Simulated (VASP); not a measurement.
A run of VASP 6.6.1 is set up as follows.

INCAR

```
SYSTEM = W
PREC = Accurate
ENCUT = 500
EDIFF = 1E-6
ISMEAR = 0
SIGMA = 0.15
LREAL = .FALSE.
LASPH = .TRUE.
NELM = 120
ALGO = Normal
ISIF = 2
LWAVE = .FALSE.
LCHARG = .FALSE.
GGA = PE
NBANDS = 13
GGA_COMPAT = .FALSE.
```

File KPOINTS:

```
regular mesh
0
G
  20 20 20
  0 0 0
```

POSCAR

```
W
1.0
   -1.5973000000      1.5973000000      1.5174350000
    1.5973000000     -1.5973000000      1.5174350000
    1.5973000000      1.5973000000     -1.5174350000
W
1
Direct
    0.0000000000      0.0000000000      0.0000000000
```

Potentials or basis: VASP PAW PBE potentials, release 64 (W_sv).

Run with:

```console
$ cat potpaw_PBE.64/W_sv/POTCAR > POTCAR
$ mpirun -np 1 vasp_std > vasp.out
```

(1) Estimate the band gap on the k mesh.

(2) Predict the pressure.

Answers

(1) zero (band 7 reaches 17.06 eV, above the bottom of band 8 at 10.55 eV).

(2) 14.7 GPa.

Caveat: the cell differs from its parent crystal (strain +0.000 along x and y, -0.050 along z); spin-orbit coupling is left out, which moves the levels of the heavy elements.
